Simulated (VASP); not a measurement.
## HfC: electric field gradients with PBE

Crystal: HfC.

```
Hf C
1.0
     0.00000    2.32500    2.32500
     2.32500    0.00000    2.32500
     2.32500    2.32500    0.00000
Hf C
1 1
Direct
  0.52483 0.52483 0.52483
  0.00000 0.00000 0.00000
```

This cell differs from its parent crystal: atom 1 (Hf) moved by [0.11547, 0.11547, 0.11547] A.

```
Program                : VASP 6.6.1
Task                   : electric field gradients
Functional             : PBE
Potentials or basis    : VASP PAW PBE potentials, release 64 (Hf_pv, C)
Cutoff                 : 520 eV
k mesh                 : 15 × 15 × 15
Occupations            : fermi-dirac, width 0.05 eV
Spin                   : no spin polarisation
Dipole correction      : no
Further INCAR settings : ALGO = Normal; EDIFF = 1e-08; NBANDS = 14
```

The pressure is 3.0 GPa and the largest force is 1.303 eV/Å. The band gap on the k mesh is zero (filled and empty bands touch).

Forces on the atoms (eV/Å):
```
Hf  -0.753 -0.753 -0.753
C    0.753  0.753  0.753
```

Stress tensor (GPa, compression positive):
```
 3.01 -1.35 -1.35
-1.35  3.01 -1.35
-1.35 -1.35  3.01
```

Levels at points of the mesh, in eV from the Fermi level:
```tsv
k point	band 5	band 6	band 7	band 8	band 9	band 10
(0.00, 0.00, 0.00)	-0.33	-0.01	-0.01	1.53	1.53	2.55
```

Electric field gradients, principal values (V/Å²):
```tsv
atom	least	middle	greatest (by size)
1 Hf	-27.217	-27.217	54.433
2 C	-2.912	-2.912	5.824
```

Run time: 3.1 min on 1 thread of AMD EPYC 7R13, on a shared host, peak memory 0.21 GiB.

Caveat: the cell differs from its parent crystal (atom 1 (Hf) moved by [0.11547, 0.11547, 0.11547] A); without QUAD_EFG the Cq values of the log hold for a quadrupole moment of 1 mb, not for the nuclei; spin-orbit coupling is left out, which moves the levels of the heavy elements; forces of over 1 eV/Å act on the atoms, so gaps and moduli don't describe the material at rest.
